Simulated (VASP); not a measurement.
# PtS2 (P-3m1) in VASP: further runs, part 2 of 2

VASP 6.6.1. The steps go on from the part before.

## (3) Single point, HSE06

Contents of POSCAR:

```
PtS2
1.0
    3.5526240960      0.0000000000      0.0000000000
   -1.7763120480      3.0766627172      0.0000000000
    0.0000000000      0.0000000000      5.1228306077
Pt S
1 2
Direct
    0.0000000000      0.0000000000      0.0000000000
    0.3333333333      0.6666666667      0.2392542177
    0.6666666667      0.3333333333      0.7607457823
```

Contents of INCAR.step1:

```
SYSTEM = PtS2
  PREC = Accurate
  ENCUT = 520
  EDIFF = 1E-5
  ISMEAR = 0
  SIGMA = 0.2
  LREAL = .FALSE.
  LASPH = .TRUE.
  NELM = 80
  ALGO = Normal
  ISIF = 2
  LWAVE = .TRUE.
  LCHARG = .FALSE.
  NBANDS = 18
  GGA = PE
```

Contents of INCAR.step2:

```
SYSTEM = PtS2
  PREC = Accurate
  ENCUT = 520
  EDIFF = 1E-6
  ISMEAR = 0
  SIGMA = 0.2
  LREAL = .FALSE.
  LASPH = .TRUE.
  NELM = 80
  ALGO = Normal
  ISIF = 2
  LWAVE = .FALSE.
  LCHARG = .FALSE.
  GGA = PE
  LHFCALC = .TRUE.
  HFSCREEN = 0.2079
  PRECFOCK = Normal
  NBANDS = 18
  ISTART = 1
```

Contents of KPOINTS:

```
regular mesh
0
G
  6 6 2
  0 0 0
```

Potentials or basis: VASP PAW PBE potentials, release 64 (Pt, S).

On the command line:

```
$ cat potpaw_PBE.64/Pt/POTCAR potpaw_PBE.64/S/POTCAR > POTCAR
$ cp INCAR.step1 INCAR
$ mpirun -np 1 vasp_std > vasp.out
$ cp INCAR.step2 INCAR
$ mpirun -np 1 vasp_std > vasp.out
```

OUTCAR:

```text
SYSTEM = PtS2
   PREC = Accurate
   ENCUT = 520
   EDIFF = 1E-6
   ISMEAR = 0
   LREAL = .FALSE.
   LASPH = .TRUE.
   NELM = 80
   ISIF = 2
   GGA = PE
   LHFCALC = .TRUE.
   HFSCREEN = 0.2079
   PRECFOCK = Normal
   ISTART = 1

 ion  position               nearest neighbor table
   1  0.000  0.000  0.000-   2 2.39   3 2.39   2 2.39   3 2.39   3 2.39   2 2.39
   2  0.333  0.667  0.239-   1 2.39   1 2.39   1 2.39
   3  0.667  0.333  0.761-   1 2.39   1 2.39   1 2.39

  LATTYP: Found a hexagonal cell.
 ALAT       =     3.5526240960
 C/A-ratio  =     1.4419849861

  Lattice vectors:

 A1 = (   3.5526240960,   0.0000000000,   0.0000000000)
 A2 = (  -1.7763120480,   3.0766627172,   0.0000000000)
 A3 = (   0.0000000000,   0.0000000000,   5.1228306077)

Analysis of symmetry for initial positions (statically):
=====================================================================
 Subroutine PRICEL returns:
 Original cell was already a primitive cell.

 Routine SETGRP: Setting up the symmetry group for a
 hexagonal supercell.

 Subroutine GETGRP returns: Found 12 space group operations
 (whereof 12 operations were pure point group operations)
 out of a pool of 24 trial point group operations.

The static configuration has the point symmetry D_3d.

Analysis of symmetry for dynamics (positions and initial velocities):
=====================================================================
 Subroutine PRICEL returns:
 Original cell was already a primitive cell.

 Routine SETGRP: Setting up the symmetry group for a
 hexagonal supercell.

 Subroutine GETGRP returns: Found 12 space group operations
 (whereof 12 operations were pure point group operations)
 out of a pool of 24 trial point group operations.

[... 113 lines left out ...]
  Fermi-wavevector in a.u.,A,eV,Ry     =   1.199046  2.265869 19.561265  1.437712
  Thomas-Fermi vector in A             =   2.334919
   LORBIT       =      0    0 simple, 1 ext, 2 COOP (PROOUT), +10 PAW based schemes
   GGA     = PE    functional components
   LHFCALC =     T    Hartree Fock is set to
   PRECFOCK=normal    Normal, Fast or Accurate (Low or Medium for compatibility)
   ENCUT4O =  -1.0   cutoff for four orbital integrals eV
   NKREDX  =     1    reduce k-point grid by
   NKREDY  =     1    reduce k-point grid by
   NKREDZ  =     1    reduce k-point grid by
   AEXX    =    0.2500 exact exchange contribution
   HFSCREEN=    0.2079 screening length (either q_TF or 0.3 A-1)
   HFSCREENC=   0.2079 screening length for correlation (either q_TF or 0.3 A-1)
   ENCUTFOCK=  -1.0 apply spherical cutoff to Coloumb kernel
   IVDW    =     0    specifies the selected vdW correction
   LEPSILON=     F    determine dielectric tensor
   LRPA    =     F    only Hartree local field effects (RPA)
 non-spin polarized calculation
 Gauss-broadening in eV      SIGMA  =   0.20
  energy-cutoff  :      520.00
  volume of cell :       55.99
 maximum number of plane-waves:      1536
 NGX is ok and might be reduce to    28
  NGX = 20; NGY = 20; NGZ = 30

 number of electron      21.9999996 magnetization

 Free energy of the ion-electron system (eV)
  ---------------------------------------------------
  ext. energy  EPLUGINS =         0.00000000
  ---------------------------------------------------
  free energy    TOTEN  =       -18.63490284 eV

  energy without entropy =      -18.63490282  energy(sigma->0) =      -18.63490283

 E-fermi :   6.7148     XC(G=0):  -8.6903

 val. band max:        6.0242559379   @ k =   0.0000   0.0000   0.0000
 cond. band min:       7.4433808328   @ k =   0.3333   0.3333   0.0000
 fundamental gap:      1.4191248949
 Fermi energy:         6.7148001951

 k-point     1 :       0.0000    0.0000    0.0000
  band No.  band energies     occupation
      1     -10.7260      2.00000
      2      -7.6431      2.00000
      3      -1.7281      2.00000
      4      -1.1952      2.00000
      5      -1.1952      2.00000
      6       1.4118      2.00000
[... 271 lines left out ...]
      5      -0.7100      2.00000
      6       1.2071      2.00000
[... 10 lines left out ...]
     17      15.0146      0.00000
     18      17.7502      0.00000

------------------------ aborting loop because EDIFF is reached ----------------------------------------

  FORCE on cell =-STRESS in cart. coord.  units (eV):
  Direction    XX          YY          ZZ          XY          YZ          ZX
  --------------------------------------------------------------------------------------
  -------------------------------------------------------------------------------------
  Total       -0.6299220     -0.6299220     -0.1613820      0.0000000      0.0000000      0.0000000
  in kB      -18.0242935    -18.0242935     -4.6177079      0.0000000      0.0000000      0.0000000
  external PRESSURE =     -13.5554317 kB  Pullay stress =       0.0000000 kB

 VOLUME and BASIS-vectors are now :
 -----------------------------------------------------------------------------
  energy-cutoff  :      520.00
  volume of cell :       55.99
      direct lattice vectors                 reciprocal lattice vectors
     3.552624096  0.000000000  0.000000000     0.281482074  0.162513751  0.000000000
    -1.776312048  3.076662717  0.000000000     0.000000000  0.325027503  0.000000000
     0.000000000  0.000000000  5.122830608     0.000000000  0.000000000  0.195204581

 POSITION                                       TOTAL-FORCE (eV/Angst)
 -----------------------------------------------------------------------------------
      0.00000      0.00000      0.00000         0.000000      0.000000      0.000000
     -0.00000      2.05111      1.22566        -0.000000      0.000000     -0.399202
      1.77631      1.02555      3.89717         0.000000     -0.000000      0.399202
 -----------------------------------------------------------------------------------
    total drift:                               -0.000001     -0.000000     -0.000004

  FREE ENERGIE OF THE ION-ELECTRON SYSTEM (eV)
  ---------------------------------------------------
  free  energy   TOTEN  =       -18.6349028443 eV

  energy  without entropy=      -18.6349028229  energy(sigma->0) =      -18.63490283
```

Run time: 12 min. Hardware: 1 thread of Intel Xeon Platinum 8488C (Sapphire Rapids), shared host; peak memory 0.28 GiB.

What came out:

```yaml
Free_energy: -18.6349 eV
Pressure: -1.4 GPa
Largest_force: 0.399 eV/Å
Band_gap_on_the_k_mesh: 1.42 eV (least direct gap 2.32 eV)
```

Forces on the atoms (eV/Å):
```
Pt   0.000  0.000  0.000
S    0.000  0.000 -0.399
S    0.000  0.000  0.399
```

Levels at points of the mesh, in eV from the valence-band top:
```
           k point  band 8  band 9  band 10  band 11  band 12  band 13  band 14  band 15
(0.00, 0.00, 0.00)   -2.66   -1.15    -1.15     0.00     2.73     2.73     5.49     6.41
(0.50, 0.00, 0.00)   -3.78   -3.52    -3.45    -2.92     2.20     3.30     6.36     7.34
(0.00, 0.00, 0.50)   -2.82   -1.54    -1.39    -1.39     3.32     3.32     6.37     8.16
(0.50, 0.00, 0.50)   -3.86   -3.41    -3.03    -1.64     2.38     2.96     6.04     6.33
```

Caveat: the k points lie up to 0.61 Å⁻¹ apart; the PAW data sets were made with another functional, which shifts forces and pressure a little; spin-orbit coupling is left out, which moves the levels of the heavy elements.
